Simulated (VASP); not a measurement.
# Si6CO in VASP: further runs

The runs below take Si6CO through single point, with PBE+D3(BJ).

Program: VASP 6.6.1. These are calculated values, not measurements. Logs are shortened: lines on timing, memory, paths and dates and some standing lists are left out, and cuts for length are marked.

**1. The cell of the first run**

The cell holds a slab with vacuum, 8 atoms: a = 3.833 Å, b = 5.421 Å, c = 22.538 Å, α = 90.00°, β = 90.00°, γ = 90.00°.

**2. Single point, PBE+D3(BJ)**

The input, INCAR:

```
  PREC = Accurate
  ENCUT = 520
  EDIFF = 1E-6
  ISMEAR = 0
  SIGMA = 0.05
  LREAL = False
  LASPH = True
  NELM = 120
  ALGO = Normal
  ISIF = 2
  LWAVE = False
  LCHARG = False
  LDIPOL = True
  IDIPOL = 3
  DIPOL = 0.5 0.5 0.321
  GGA = PE
  IVDW = 12
  NBANDS = 27
  GGA_COMPAT = False
  NELMDL = -8
```

The input, KPOINTS:

```
Automatic mesh
0
Gamma
  7 5 1
```

The input, POSCAR:

```
Si6CO
1.0
    3.8333442603      0.0000000000      0.0000000000
    0.0000000000      5.4211674422      0.0000000000
    0.0000000000      0.0000000000     22.5377548805
Si O C
6 1 1
Direct
    0.5000000000      0.0000000000      0.1774799673
    0.0000000000      0.2500000000      0.1774799673
    0.0000000000      0.5038841205      0.2602884661
    0.5000000000      0.7461158795      0.2602884661
    0.5000000000      0.0086034179      0.3411056213
    0.0000000000      0.2413965821      0.3411056213
    0.6666666667      0.0086034179      0.4786525960
    0.6666666667      0.0086034179      0.5296780866
```

Potentials or basis: VASP PAW PBE potentials, release 64 (Si, O, C).

Command:

```console
$ cat potpaw_PBE.64/Si/POTCAR potpaw_PBE.64/O/POTCAR potpaw_PBE.64/C/POTCAR > POTCAR
$ mpirun -np 1 vasp_std > vasp.out
```

OUTCAR:

```text
PREC = Accurate
   ENCUT = 520
   EDIFF = 1E-6
   ISMEAR = 0
   LREAL = False
   LASPH = True
   NELM = 120
   ISIF = 2
   GGA = PE
   IVDW = 12
   NELMDL = -8
 IVDW          = 12

 ion  position               nearest neighbor table
   1  0.500  0.000  0.177-   4 2.32   2 2.35   2 2.35
   2  0.000  0.250  0.177-   3 2.32   1 2.35   1 2.35
   3  0.000  0.504  0.260-   6 2.31   2 2.32   4 2.32   4 2.32
   4  0.500  0.746  0.260-   5 2.31   1 2.32   3 2.32   3 2.32
   5  0.500  0.009  0.341-   6 2.29   6 2.29   4 2.31
   6  0.000  0.241  0.341-   5 2.29   5 2.29   3 2.31
   7  0.667  0.009  0.479-   8 1.15
   8  0.667  0.009  0.530-   7 1.15

  LATTYP: Found a simple orthorhombic cell.
 ALAT       =     3.8333442603
 B/A-ratio  =     1.4142135624
 C/A-ratio  =     5.8793975574

  Lattice vectors:

 A1 = (   3.8333442603,   0.0000000000,   0.0000000000)
 A2 = (   0.0000000000,   5.4211674422,   0.0000000000)
 A3 = (   0.0000000000,   0.0000000000,  22.5377548805)

Analysis of symmetry for initial positions (statically):
=====================================================================
 Subroutine PRICEL returns:
 Original cell was already a primitive cell.

 Routine SETGRP: Setting up the symmetry group for a
 simple orthorhombic supercell.

 Subroutine GETGRP returns: Found  1 space group operations
 (whereof  1 operations were pure point group operations)
 out of a pool of  8 trial point group operations.

The static configuration has the point symmetry C_1 .

Analysis of symmetry for dynamics (positions and initial velocities):
=====================================================================
 Subroutine PRICEL returns:
 Original cell was already a primitive cell.

 Routine SETGRP: Setting up the symmetry group for a
 simple orthorhombic supercell.

 Subroutine GETGRP returns: Found  1 space group operations
 (whereof  1 operations were pure point group operations)
 out of a pool of  8 trial point group operations.

The dynamic configuration has the point symmetry C_1 .

 Subroutine INISYM returns: Found  1 space group operations
 (whereof  1 operations are pure point group operations),
 and found     1 'primitive' translations

----------------------------------------------------------------------------------------

                                     Primitive cell

[... 106 lines left out ...]
   NELECT =      34.0000    total number of electrons
   NUPDOWN=      -1.0000    fix difference up-down
   EMIN   =  10.00;   EMAX   =-10.00  energy-range for DOS
   EFERMI =   0.00;   METHOD = LEGACY
   ISMEAR =     0;   SIGMA  =   0.05  broadening in eV -4-tet -1-fermi 0-gaus
   EFERMI_NEDOS =   21; number of points for ismear=-14 and -15
   IALGO  =     38    algorithm
   IMIX   =      4    mixing-type and parameters
     AMIX     =   0.40;   BMIX     =  1.00
     AMIX_MAG =   1.60;   BMIX_MAG =  1.00
  volume/ion in A,a.u.               =      58.55       395.08
  Fermi-wavevector in a.u.,A,eV,Ry     =   0.682927  1.290544  6.345604  0.466389
  Thomas-Fermi vector in A             =   1.762142
   LORBIT       =      0    0 simple, 1 ext, 2 COOP (PROOUT), +10 PAW based schemes
   GGA     = PE    functional components
   LHFCALC =     F    Hartree Fock is set to
   AEXX    =    0.0000 exact exchange contribution
   IVDW    =    12    specifies the selected vdW correction
   LEPSILON=     F    determine dielectric tensor
   LRPA    =     F    only Hartree local field effects (RPA)
 non-spin polarized calculation
 Gauss-broadening in eV      SIGMA  =   0.05
  energy-cutoff  :      520.00
  volume of cell :      468.36
 maximum number of plane-waves:     12663
 NGX is ok and might be reduce to    30
   NGX = 15   NGY = 21   NGZ = 83

 dipolmoment           0.000000      0.000000      0.056406 electrons x Angstroem

 number of electron      34.0000000 magnetization

 dipolmoment           0.000000      0.000000     -0.011829 electrons x Angstroem

 Free energy of the ion-electron system (eV)
  ---------------------------------------------------
  ext. energy  EPLUGINS =         0.00000000
  ---------------------------------------------------
  free energy    TOTEN  =       -43.11067375 eV

  energy without entropy =      -43.10454131  energy(sigma->0) =      -43.10760753

 E-fermi :  -1.6552     XC(G=0):  -3.8211

 val. band max:       -1.6722646011   @ k =   0.2857  -0.2000   0.0000
 cond. band min:      -1.6340230608   @ k =   0.2857  -0.4000   0.0000
 fundamental gap:      0.0382415403
 Fermi energy:        -1.6551561620

 k-point     1 :       0.0000    0.0000    0.0000
  band No.  band energies     occupation
      1     -26.5256      2.00000
      2     -13.0963      2.00000
      3     -11.5944      2.00000
      4     -11.1689      2.00000
      5      -9.7794      2.00000
      6      -9.0545      2.00000
[... 529 lines left out ...]
     26       2.7542      0.00000
     27       3.1905      0.00000

------------------------ aborting loop because EDIFF is reached ----------------------------------------

 vacuum level on the upper side and lower side of the slab       (xc-potential included)        -0.061         0.039

 Edisp (eV)   -1.63677

 E8    (eV) :    -0.6945

  FORCE on cell =-STRESS in cart. coord.  units (eV):
  Direction    XX          YY          ZZ          XY          YZ          ZX
  --------------------------------------------------------------------------------------
  -------------------------------------------------------------------------------------
  Total       0.18093     0.19003     0.04638     0.03137     0.01125     0.05938
  in kB       0.61893     0.65006     0.15864     0.10731     0.03848     0.20312
  external pressure =        0.48 kB  Pullay stress =        0.00 kB

 VOLUME and BASIS-vectors are now :
 -----------------------------------------------------------------------------
  energy-cutoff  :      520.00
  volume of cell :      468.36
      direct lattice vectors                 reciprocal lattice vectors
     3.833344260  0.000000000  0.000000000     0.260868822  0.000000000  0.000000000
     0.000000000  5.421167442  0.000000000     0.000000000  0.184462113  0.000000000
     0.000000000  0.000000000 22.537754880     0.000000000  0.000000000  0.044369992

 POSITION                                       TOTAL-FORCE (eV/Angst)
 -----------------------------------------------------------------------------------
      1.91667      0.00000      4.00000         0.006420      0.560460     -0.045235
      0.00000      1.35529      4.00000        -0.008274     -0.563250     -0.043218
      0.00000      2.73164      5.86632         0.004423     -0.106029     -0.005405
      1.91667      4.04482      5.86632        -0.005578      0.085398     -0.010778
      1.91667      0.04664      7.68775        -0.030394     -0.008665     -0.115234
      0.00000      1.30865      7.68775         0.014235      0.043314      0.054261
      2.55556      0.04664     10.78775         0.026924     -0.007939      0.825045
      2.55556      0.04664     11.93775        -0.007757     -0.003289     -0.659435
 -----------------------------------------------------------------------------------
    total drift:                                0.000030     -0.000499     -0.001239

  FREE ENERGIE OF THE ION-ELECTRON SYSTEM (eV)
  ---------------------------------------------------
  free  energy   TOTEN  =       -44.7474448164 eV

  energy  without entropy=      -44.7413123776  energy(sigma->0) =      -44.74437860

 vacuum level on the upper side and lower side of the slab         3.054         3.157
```

stdout:

```text
POSCAR found type information on POSCAR SiO C
 POSCAR found :  3 types and       8 ions
 scaLAPACK will be used
 LDA part: xc-table for (Slater+PW92), standard interpolation
 POSCAR, INCAR and KPOINTS ok, starting setup
 FFT: planning ... GRIDC
 FFT: planning ... GRID_SOFT
 FFT: planning ... GRID
 WAVECAR not read
 entering main loop
```

Wall time 3.4 min (1 thread of Intel Xeon 6975P-C (Granite Rapids), shared host); peak memory 0.59 GiB.

What came out:

```yaml
Free_energy: -44.7474 eV
Largest_force: 0.826 eV/Å
Band_gap_on_the_k_mesh: zero (bands 17 and 18 overlap by 0.30 eV)
Dispersion_energy_per_atom: -0.205 eV
```

Forces on the atoms (eV/Å):
```
Si   0.006  0.560 -0.045
Si  -0.008 -0.563 -0.043
Si   0.004 -0.106 -0.005
Si  -0.006  0.085 -0.011
Si  -0.030 -0.009 -0.115
Si   0.014  0.043  0.054
O    0.027 -0.008  0.825
C   -0.008 -0.003 -0.659
```

Levels at points of the mesh, in eV from the Fermi level:
| k point | band 14 | band 15 | band 16 | band 17 | band 18 | band 19 | band 20 | band 21 |
| --- | --- | --- | --- | --- | --- | --- | --- | --- |
| (0.00, 0.00, 0.00) | -1.24 | -0.71 | -0.44 | -0.32 | 0.23 | 1.16 | 1.97 | 2.20 |

**3. Single point, PBE+D3(BJ)**

The input, INCAR:

```
  PREC = Accurate
  ENCUT = 520
  EDIFF = 1E-6
  ISMEAR = 0
  SIGMA = 0.05
  LREAL = F
  LASPH = T
  NELM = 120
  ALGO = Normal
  ISIF = 2
  LWAVE = F
  LCHARG = T
  LDIPOL = T
  IDIPOL = 3
  DIPOL = 0.5 0.5 0.321
  GGA = PE
  IVDW = 12
  LELF = T
  LVHAR = T
  LVACPOTAV = T
  NBANDS = 27
  GGA_COMPAT = F
  NELMDL = -8
```

KPOINTS is that of step 2.

Changes to POSCAR since step 2:

```diff
@@ -14,3 +14,3 @@
     0.0000000000      0.2413965821      0.3411056213
-    0.6666666667      0.0086034179      0.4786525960
-    0.6666666667      0.0086034179      0.5296780866
+    0.6666666667      0.3419367512      0.4786525960
+    0.6666666667      0.3419367512      0.5296780866
```

Potentials or basis: VASP PAW PBE potentials, release 64 (Si, O, C).

Command:

```console
$ cat potpaw_PBE.64/Si/POTCAR potpaw_PBE.64/O/POTCAR potpaw_PBE.64/C/POTCAR > POTCAR
$ mpirun -np 1 vasp_std > vasp.out
```

Wall time 4.1 min (1 thread of Intel Xeon 6975P-C (Granite Rapids), shared host); peak memory 0.6 GiB.

The run converged. Its results:

| Item | Value |
| --- | --- |
| Free energy | -44.7768 eV |
| Largest force | 0.746 eV/Å |
| Band gap on the k mesh | zero (bands 17 and 18 overlap by 0.29 eV) |
| Dispersion energy per atom | -0.204 eV |
| Work function of the upper face | 4.88 eV |
| Work function of the lower face | 4.83 eV |

Forces in eV/Å, atoms in the order of the input:
```
Si   0.006  0.556 -0.052
Si  -0.004 -0.557 -0.046
Si   0.003 -0.079 -0.005
Si  -0.002  0.097  0.001
Si  -0.006 -0.024  0.058
Si   0.027 -0.020 -0.022
O   -0.033  0.029  0.745
C    0.008 -0.001 -0.678
```

Levels at points of the mesh, in eV from the Fermi level:
```csv
k point,band 14,band 15,band 16,band 17,band 18,band 19,band 20,band 21
"(0.00, 0.00, 0.00)",-1.22,-0.70,-0.41,-0.31,0.26,1.18,2.08,2.26
```

**4. Single point, PBE+D3(BJ)**

The input, INCAR:

```
PREC = Accurate
ENCUT = 520
EDIFF = 1E-6
ISMEAR = 0
SIGMA = 0.05
LREAL = False
LASPH = True
NELM = 120
ALGO = Normal
ISIF = 2
LWAVE = False
LCHARG = False
LDIPOL = True
IDIPOL = 3
DIPOL = 0.5 0.5 0.321
GGA = PE
IVDW = 12
NBANDS = 27
GGA_COMPAT = False
NELMDL = -8
```

KPOINTS is that of step 3.

Changes to POSCAR since step 3:

```diff
@@ -14,3 +14,3 @@
     0.0000000000      0.2413965821      0.3411056213
-    0.6666666667      0.3419367512      0.4786525960
-    0.6666666667      0.3419367512      0.5296780866
+    0.8333333333      0.1752700846      0.4786525960
+    0.8333333333      0.1752700846      0.5296780866
```

Command:

```console
$ cat potpaw_PBE.64/Si/POTCAR potpaw_PBE.64/O/POTCAR potpaw_PBE.64/C/POTCAR > POTCAR
$ mpirun -np 1 vasp_std > vasp.out
```

Run time: 3.6 min. Hardware: 1 thread of Intel Xeon 6975P-C (Granite Rapids), shared host; peak memory 0.59 GiB.

It converged, with:

* Free energy: -44.7462 eV
* Largest force: 0.824 eV/Å
* Band gap on the k mesh: zero (bands 17 and 18 overlap by 0.30 eV)
* Dispersion energy per atom: -0.205 eV

Forces in eV/Å, atoms in the order of the input:
```
Si   0.009  0.566 -0.040
Si  -0.008 -0.563 -0.043
Si   0.007 -0.091 -0.014
Si  -0.006  0.104 -0.009
Si  -0.020 -0.043  0.024
Si   0.026  0.031 -0.091
O   -0.011 -0.009  0.824
C    0.004  0.005 -0.650
```

Levels at points of the mesh, in eV from the Fermi level:
| k point | band 13 | band 14 | band 15 | band 16 | band 17 | band 18 | band 19 | band 20 | band 21 | band 22 |
| --- | --- | --- | --- | --- | --- | --- | --- | --- | --- | --- |
| (0.00, 0.00, 0.00) | -2.52 | -1.24 | -0.70 | -0.44 | -0.32 | 0.23 | 1.16 | 1.94 | 2.24 | 2.49 |

**5. The runs side by side**

| cell | gap on the mesh (eV) | largest force (eV/Å) |
| --- | --- | --- |
| as given, atomic positions A | none | 0.83 |
| as given, atomic positions B | none | 0.75 |
| as given, atomic positions C | none | 0.82 |

Alike in all rows: task single point; level PBE+D3(BJ); potentials or basis VASP PAW PBE potentials, release 64 (Si, O, C); no spin polarisation; k mesh 7 × 5 × 1; cutoff (eV) 520; smearing gaussian 0.05 eV.

Absolute energies hang on the potentials; compare differences alone.
